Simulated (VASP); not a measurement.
Wanted: the native input for a VASP 6.6.1 run.

```
Task                   : single point
Functional             : PBE
Potentials or basis    : VASP PAW PBE potentials, release 64 (Sn_d, P)
Cutoff                 : 520 eV
k mesh                 : 6 × 6 × 10
Occupations            : gaussian, width 0.1 eV
Spin                   : no spin polarisation
Dipole correction      : no
Further INCAR settings : ALGO = Normal; EDIFF = 1e-06; NBANDS = 40
```

The structure of Sn3P4 lies in POSCAR:

```
Sn3P4
1.0
    6.3935493334      0.0000000000      0.0000000000
    0.0000000000      6.3935493334      0.0000000000
    0.0000000000      0.0000000000      3.8611107393
Sn P
3 4
Direct
    0.5000000000      0.5000000000      0.0000000000
    0.0000000000      0.5000000000      0.0000000000
    0.5000000000      0.0000000000      0.0000000000
    0.1778054735      0.1778054735      0.5000000000
    0.8221945265      0.8221945265      0.5000000000
    0.8221945265      0.1778054735      0.5000000000
    0.1778054735      0.8221945265      0.5000000000
```

The cell was built from a structure type or drawn by symmetry, and may not be a known phase.

The input as run:

INCAR

```
PREC = Accurate
ENCUT = 520
EDIFF = 1E-6
ISMEAR = 0
SIGMA = 0.1
LREAL = False
LASPH = True
NELM = 80
ALGO = Normal
ISIF = 2
LWAVE = False
LCHARG = True
GGA = PE
LELF = True
LVHAR = True
NBANDS = 40
```

KPOINTS

```
regular mesh
0
Gamma
  6 6 10
```

Potentials or basis: VASP PAW PBE potentials, release 64 (Sn_d, P).

Run with:

```sh
$ cat potpaw_PBE.64/Sn_d/POTCAR potpaw_PBE.64/P/POTCAR > POTCAR
$ mpirun -np 1 vasp_std > vasp.out
```

Results of the run:

The pressure is -0.1 GPa, the largest force is 0.051 eV/Å and the band gap on the k mesh is zero (bands 31 and 32 overlap by 1.66 eV).

Caveat: spin-orbit coupling is left out, which moves the levels of the heavy elements.

It took 2.1 min on 1 thread of Intel(R) Xeon(R) 6975P-C (Granite Rapids), on a shared host, peak memory 0.42 GiB.
